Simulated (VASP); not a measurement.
The system is BN.

```
B N
1.0
     2.54183   -0.01078    0.02927
    -1.28025    2.13675   -0.04473
     0.19465   -0.23107   16.64219
B N
4 4
Direct
  0.98872 0.98386 0.25026
  0.03313 0.02451 0.75189
  0.32594 0.66140 0.99660
  0.33775 0.65305 0.50244
  0.31517 0.66331 0.24836
  0.30644 0.65192 0.74770
  0.66878 0.32885 0.99764
  0.69073 0.36645 0.50511
```

- Program: VASP 6.6.1
- Task: relaxation of cell and atoms
- Functional: PBE
- Potentials or basis: VASP PAW PBE potentials, release 64 (B, N)
- Cutoff: 600 eV
- k mesh: 6 × 6 × 1
- Occupations: gaussian, width 0.1 eV
- Spin: no spin polarisation

At the start: pressure 4.2 GPa; volume 11.27 Å³/atom.

**Question.** How do energy, volume and symmetry change on relaxing?

**Answer.** Over 13 steps the energy falls by 86.8 meV/atom and the volume is 11.34 Å³/atom (+0.7 %); space group P1 (No. 1, to 0.05 Å).

Step by step:
| step | energy change (eV) | largest force (eV/Å) | pressure (GPa) | volume (Å³) |
| --- | --- | --- | --- | --- |
| 1 | 0.0000 | 4.9562 | 4.19 | 90.13 |
| 2 | 3.3309 | 18.0159 | 5.73 | 93.93 |
| 3 | -0.6042 | 1.8477 | -1.22 | 91.27 |
| 4 | -0.6089 | 1.7598 | -0.98 | 91.18 |
| 5 | -0.5292 | 3.2095 | 0.71 | 90.72 |
| 6 | -0.6761 | 0.8149 | -0.52 | 91.00 |
| 7 | -0.6657 | 1.1576 | 0.73 | 90.58 |
| 8 | -0.6925 | 0.2472 | -0.03 | 90.82 |
| 9 | -0.6926 | 0.3117 | 0.03 | 90.77 |
| 10 | -0.6940 | 0.0888 | 0.00 | 90.79 |
| 11 | -0.6941 | 0.0740 | -0.08 | 90.78 |
| 12 | -0.6942 | 0.0297 | -0.05 | 90.79 |
| 13 | -0.6942 | 0.0238 | -0.06 | 90.76 |

Final structure:
```xyz
8
Lattice="2.5118 0.0002 0.0272 -1.2556 2.1752 -0.0452 0.1781 -0.2476 16.6161" Properties=species:S:1:pos:R:3 pbc="T T T"
B     1.2760    2.0924    4.1245
B     0.1353   -0.1748   12.4584
B     0.1773    1.1927   16.5475
B     0.1135    1.3465    8.3496
N     0.0198    1.3673    4.1216
N     0.1354    1.2749   12.4377
N     1.4330    0.4677   16.5715
N     1.3692    0.6218    8.3735
```

Caveat: the k points lie up to 0.48 Å⁻¹ apart in the final cell.
